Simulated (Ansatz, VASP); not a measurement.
One calculation of PtSeS4, two programs

```
CELL_PARAMETERS angstrom
6.56703 0.00000 0.00000
-3.28352 5.68722 0.00000
0.00000 0.00000 3.14732
ATOMIC_POSITIONS crystal
Pt 0.33333 0.66667 0.00000
Se 0.00000 0.00000 0.00000
S 0.66667 0.33333 0.00000
S 0.49529 0.99059 0.50000
S 0.00941 0.50471 0.50000
S 0.49529 0.50471 0.50000
```

Change from the starting cell: species swapped into the CePt4Rh type (P-6m2, No. 187).

Alike in both runs: functional PBE; k mesh 3 × 3 × 6; occupations gaussian, width 0.1 eV; no spin polarisation.

Ansatz relaxed the structure, and its values are those at the end. VASP's run is a single point on that final structure, the one shown.

|  | VASP | Ansatz |
| --- | --- | --- |
| version | VASP 6.6.1 | Ansatz 0.2.0 |
| potentials or method | VASP PAW PBE potentials, release 64 (Pt, Se, S), cutoff 520 eV | scalar-relativistic, plane waves, PAW |
| valence electrons in the cell | 40 | 58 |

|  | VASP | Ansatz | Ansatz less VASP |
| --- | --- | --- | --- |
| gap on the k mesh at the Fermi level (eV) | none | none | - |
| pressure (GPa) | -0.2 | 0.0 | +0.18 |
| rms of the force components (eV/Å) | 0.001 | 0.004 | +0.0023 |

A gap of «none» marks a metal or a gap that the smearing closes. With one functional, cell and mesh, what is left measures potentials, basis and numerics. VASP's potentials hold 40 valence electrons a cell and Ansatz's 58, so a difference there can come from the potentials and not from the codes.

The k mesh is coarse, so the values compare programs but aren't converged. Neither program's run includes spin-orbit coupling.
